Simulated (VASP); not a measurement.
# Au (Fm-3m) in VASP: notebook, part 2 of 2

VASP 6.6.1. Earlier steps stand in the parts before.

**6. Single point, PBEsol (volume scaled by 1.03)**

The input, INCAR:

```
SYSTEM = Au
PREC     = Accurate       ! precision mode
ENCUT    = 520            ! plane-wave cutoff, eV
EDIFF    = 1E-6           ! SCF threshold, eV
ISMEAR   = 0              ! smearing method
SIGMA    = 0.1            ! smearing width, eV
LREAL    = .FALSE.        ! projectors in reciprocal space
LASPH    = .TRUE.         ! aspherical terms in the spheres
NELM     = 80             ! most SCF steps
ALGO     = Fast           ! electronic algorithm
ISIF     = 2              ! what is computed and relaxed
LWAVE    = .FALSE.        ! write WAVECAR
LCHARG   = .TRUE.         ! write CHGCAR
GGA      = PS             ! functional
LELF     = .TRUE.         ! ELF
LVHAR    = .TRUE.       
NBANDS   = 12             ! bands
```

The input, KPOINTS:

```
Automatic mesh
0
G
  18 18 18
  0 0 0
```

The input, POSCAR:

```
Au
1.0
    0.0000000000      2.0620792370      2.0620792370
    2.0620792370      0.0000000000      2.0620792370
    2.0620792370      2.0620792370      0.0000000000
Au
1
Direct
    0.0000000000      0.0000000000      0.0000000000
```

Potentials or basis: VASP PAW PBE potentials, release 64 (Au).

Command:

```sh
$ cat potpaw_PBE.64/Au/POTCAR > POTCAR
$ mpirun -np 1 vasp_std > vasp.out
```

OUTCAR:

```text
SYSTEM = Au
   PREC = Accurate
   ENCUT = 520
   EDIFF = 1E-6
   ISMEAR = 0
   LREAL = .FALSE.
   LASPH = .TRUE.
   NELM = 80
   ISIF = 2
   GGA = PS

 ion  position               nearest neighbor table
   1  0.000  0.000  0.000-

  LATTYP: Found a face centered cubic cell.
 ALAT       =     4.1241584740

  Lattice vectors:

 A1 = (   0.0000000000,   2.0620792370,   2.0620792370)
 A2 = (   2.0620792370,   0.0000000000,   2.0620792370)
 A3 = (   2.0620792370,   2.0620792370,   0.0000000000)

Analysis of symmetry for initial positions (statically):
=====================================================================
 Subroutine PRICEL returns:
 Original cell was already a primitive cell.

 Routine SETGRP: Setting up the symmetry group for a
 face centered cubic supercell.

 Subroutine GETGRP returns: Found 48 space group operations
 (whereof 48 operations were pure point group operations)
 out of a pool of 48 trial point group operations.

The static configuration has the point symmetry O_h .

Analysis of symmetry for dynamics (positions and initial velocities):
=====================================================================
 Subroutine PRICEL returns:
 Original cell was already a primitive cell.

 Routine SETGRP: Setting up the symmetry group for a
 face centered cubic supercell.

 Subroutine GETGRP returns: Found 48 space group operations
 (whereof 48 operations were pure point group operations)
 out of a pool of 48 trial point group operations.

The dynamic configuration has the point symmetry O_h .

 Subroutine INISYM returns: Found 48 space group operations
 (whereof 48 operations are pure point group operations),
 and found     1 'primitive' translations

----------------------------------------------------------------------------------------

                                     Primitive cell

  volume of cell :      17.5366

  direct lattice vectors                    reciprocal lattice vectors
     0.000000000  2.062079237  2.062079237    -0.242473709  0.242473709  0.242473709
     2.062079237  0.000000000  2.062079237     0.242473709 -0.242473709  0.242473709
     2.062079237  2.062079237  0.000000000     0.242473709  0.242473709 -0.242473709

  length of vectors
     2.916220424  2.916220424  2.916220424     0.419976783  0.419976783  0.419976783

  position of ions in fractional coordinates (direct lattice)
     0.000000000  0.000000000  0.000000000

  ion indices of the primitive-cell ions
   primitive index   ion index
                 1           1

----------------------------------------------------------------------------------------

 KPOINTS: Automatic mesh

Automatic generation of k-mesh.
 Grid dimensions read from file:
 generate k-points for:   18   18   18

 Generating k-lattice:

  Cartesian coordinates                     Fractional coordinates (reciprocal lattice)
    -0.013470762  0.013470762  0.013470762     0.055555556  0.000000000  0.000000000
     0.013470762 -0.013470762  0.013470762     0.000000000  0.055555556  0.000000000
     0.013470762  0.013470762 -0.013470762     0.000000000  0.000000000  0.055555556

  Length of vectors
     0.023332043  0.023332043  0.023332043

  Shift w.r.t. Gamma in fractional coordinates (k-lattice)
     0.000000000  0.000000000  0.000000000

 Subroutine IBZKPT returns following result:
 ===========================================

 Found    195 irreducible k-points:

 Following reciprocal coordinates:
            Coordinates               Weight
  0.000000  0.000000  0.000000      1.000000
  0.055556  0.000000  0.000000      8.000000
  0.111111  0.000000  0.000000      8.000000
  0.166667  0.000000  0.000000      8.000000
  0.222222  0.000000  0.000000      8.000000
  0.277778  0.000000  0.000000      8.000000
[... 16 lines left out ...]
 -0.277778  0.055556  0.000000     24.000000
 -0.222222  0.055556  0.000000     24.000000
 [... further k-points ...]
   k-points           NKPTS =    195   k-points in BZ     NKDIM =    195   number of bands    NBANDS=     12
   number of dos      NEDOS =    301   number of ions     NIONS =      1
   total plane-waves  NPLWV =  13824
   dimension x,y,z NGX =    24 NGY =   24 NGZ =   24
   dimension x,y,z NGXF=    48 NGYF=   48 NGZF=   48
   ions per type =               1
   NGX,Y,Z   is equivalent  to a cutoff of  13.68, 13.68, 13.68 a.u.
   NGXF,Y,Z  is equivalent  to a cutoff of  27.36, 27.36, 27.36 a.u.
 SYSTEM =  Au
   PREC   = accura    normal or accurate (medium, high low for compatibility)
   ISTART =      0    job   : 0-new  1-cont  2-samecut
   ICHARG =      2    charge: 1-file 2-atom 10-const
   ISPIN  =      1    spin polarized calculation?
   LNONCOLLINEAR =      F non collinear calculations
   LSORBIT =      F    spin-orbit coupling
   LASPH  =      T    aspherical Exc in radial PAW
   ENCUT  =  520.0 eV  38.22 Ry    6.18 a.u.   5.42  5.42  5.42*2*pi/ulx,y,z
   NELM   =     80;   NELMIN=  2; NELMDL= -5     # of ELM steps
   EDIFF  = 0.1E-05   stopping-criterion for ELM
   LREAL  =      F    real-space projection
   EDIFFG = 0.1E-04   stopping-criterion for IOM
   NSW    =      0    number of steps for IOM
   IBRION =     -1    ionic relax: 0-MD 1-quasi-New 2-CG
   NFREE  =      0    steps in history (QN), initial steepest desc. (CG)
   ISIF   =      2    stress and relaxation
   ISYM   =      2    0-nonsym 1-usesym 2-fastsym
   POTIM  = 0.5000    time-step for ionic-motion
   TEBEG  =    0.0;   TEEND  =   0.0 temperature during run
   PSTRESS=    0.0 pullay stress
   NELECT =      11.0000    total number of electrons
   NUPDOWN=      -1.0000    fix difference up-down
   EMIN   =  10.00;   EMAX   =-10.00  energy-range for DOS
   EFERMI =   0.00;   METHOD = LEGACY
   ISMEAR =     0;   SIGMA  =   0.10  broadening in eV -4-tet -1-fermi 0-gaus
   EFERMI_NEDOS =   21; number of points for ismear=-14 and -15
   IALGO  =     68    algorithm
   IMIX   =      4    mixing-type and parameters
     AMIX     =   0.40;   BMIX     =  1.00
     AMIX_MAG =   1.60;   BMIX_MAG =  1.00
  volume/ion in A,a.u.               =      17.54       118.34
  Fermi-wavevector in a.u.,A,eV,Ry     =   1.401384  2.648231 26.720157  1.963876
  Thomas-Fermi vector in A             =   2.524250
   LORBIT       =      0    0 simple, 1 ext, 2 COOP (PROOUT), +10 PAW based schemes
   GGA     = PS    functional components
   LHFCALC =     F    Hartree Fock is set to
   AEXX    =    0.0000 exact exchange contribution
   IVDW    =     0    specifies the selected vdW correction
   LEPSILON=     F    determine dielectric tensor
   LRPA    =     F    only Hartree local field effects (RPA)
 non-spin polarized calculation
 RMM-DIIS sequential band-by-band and
 Gauss-broadening in eV      SIGMA  =   0.10
  energy-cutoff  :      520.00
  volume of cell :       17.54
 maximum number of plane-waves:       495
 NGX is ok and might be reduce to    24
   NGX = 11   NGY = 11   NGZ = 11

 number of electron      11.0000001 magnetization

 Free energy of the ion-electron system (eV)
  ---------------------------------------------------
  ext. energy  EPLUGINS =         0.00000000
  ---------------------------------------------------
  free energy    TOTEN  =        -3.91675089 eV

  energy without entropy =       -3.91540012  energy(sigma->0) =       -3.91607551

 E-fermi :   8.7619     XC(G=0): -12.7156

 val. band max:        8.7567901607   @ k =   0.5000   0.2778   0.1111
 cond. band min:       8.7732687544   @ k =   0.5000   0.1667   0.0556
 fundamental gap:      0.0164785937
 Fermi energy:         8.7618784192

 k-point     1 :       0.0000    0.0000    0.0000
  band No.  band energies     occupation
      1      -0.8126      2.00000
      2       4.2810      2.00000
      3       4.2810      2.00000
      4       4.2810      2.00000
      5       5.7357      2.00000
      6       5.7357      2.00000
      7      23.3413      0.00000
      8      27.1706      0.00000
      9      27.1706      0.00000
     10      27.1706      0.00000
     11      31.9467      0.00000
     12      36.3014      0.00000
[... 331 lines left out ...]
 k-point    24 :      -0.2222    0.0556    0.0000
  band No.  band energies     occupation
      1       0.9490      2.00000
      2       4.0238      2.00000
      3       4.5752      2.00000
      4       4.6114      2.00000
      5       5.6465      2.00000
      6       6.1059      2.00000
      7      20.1626      0.00000
      8      24.3288      0.00000
      9      27.0266      0.00000
     10      29.3971      0.00000
     11      29.8456      0.00000
     12      31.3459      0.00000

 [... further k-points ...]
[... 5 lines left out ...]
  --------------------------------------------------------------------------------------
  -------------------------------------------------------------------------------------
  Total       -0.5439975     -0.5439975     -0.5439975      0.0000000      0.0000000     -0.0000000
  in kB      -49.7005759    -49.7005759    -49.7005759      0.0000000      0.0000000     -0.0000000
  external PRESSURE =     -49.7005759 kB  Pullay stress =       0.0000000 kB

 VOLUME and BASIS-vectors are now :
 -----------------------------------------------------------------------------
  energy-cutoff  :      520.00
  volume of cell :       17.54
      direct lattice vectors                 reciprocal lattice vectors
     0.000000000  2.062079237  2.062079237    -0.242473709  0.242473709  0.242473709
     2.062079237  0.000000000  2.062079237     0.242473709 -0.242473709  0.242473709
     2.062079237  2.062079237  0.000000000     0.242473709  0.242473709 -0.242473709

 POSITION                                       TOTAL-FORCE (eV/Angst)
 -----------------------------------------------------------------------------------
      0.00000      0.00000      0.00000         0.000000      0.000000      0.000000
 -----------------------------------------------------------------------------------
    total drift:                               -0.000000      0.000000     -0.000000

  FREE ENERGIE OF THE ION-ELECTRON SYSTEM (eV)
  ---------------------------------------------------
  free  energy   TOTEN  =        -3.9167508927 eV

  energy  without entropy=       -3.9154001237  energy(sigma->0) =       -3.91607551
```

Wall time 1.9 min (1 thread of AMD EPYC 7R13, shared host); peak memory 0.14 GiB.

What came out:

- Free energy: -3.9168 eV
- Pressure: -5.0 GPa

Levels at points of the mesh, in eV from the Fermi level:
| k point | band 2 | band 3 | band 4 | band 5 | band 6 | band 7 | band 8 | band 9 | band 10 | band 11 |
| --- | --- | --- | --- | --- | --- | --- | --- | --- | --- | --- |
| (0.00, 0.00, 0.00) | -4.48 | -4.48 | -4.48 | -3.03 | -3.03 | 14.58 | 18.41 | 18.41 | 18.41 | 23.18 |
| (0.50, 0.00, 0.00) | -4.51 | -4.51 | -1.88 | -1.88 | -0.85 | 2.95 | 14.01 | 16.92 | 16.92 | 24.50 |
| (0.50, 0.50, 0.00) | -6.46 | -1.92 | -1.58 | -1.58 | 1.08 | 5.56 | 9.92 | 9.92 | 16.90 | 19.44 |

Caveat: the PAW data sets were made with another functional, which shifts forces and pressure a little; spin-orbit coupling is left out, which moves the levels of the heavy elements.

**7. Summary**

| cell | gap on the mesh (eV) | pressure (GPa) |
| --- | --- | --- |
| a = 2.767 Å, angles 60.0°, 1 atom | none | 31.8 |
| a = 2.798 Å, angles 60.0°, 1 atom | none | 21.2 |
| a = 2.829 Å, angles 60.0°, 1 atom | none | 12.6 |
| a = 2.858 Å, angles 60.0°, 1 atom | none | 5.5 |
| a = 2.916 Å, angles 60.0°, 1 atom | none | -5.0 |

Alike in all rows: task single point; level PBEsol; potentials or basis VASP PAW PBE potentials, release 64 (Au); no spin polarisation; k mesh 18 × 18 × 18; cutoff (eV) 520; smearing gaussian 0.1 eV.

Caveats: the PAW data sets were made with another functional, which shifts forces and pressure a little; spin-orbit coupling is left out, which moves the levels of the heavy elements.

Absolute energies hang on the potentials; compare differences alone.
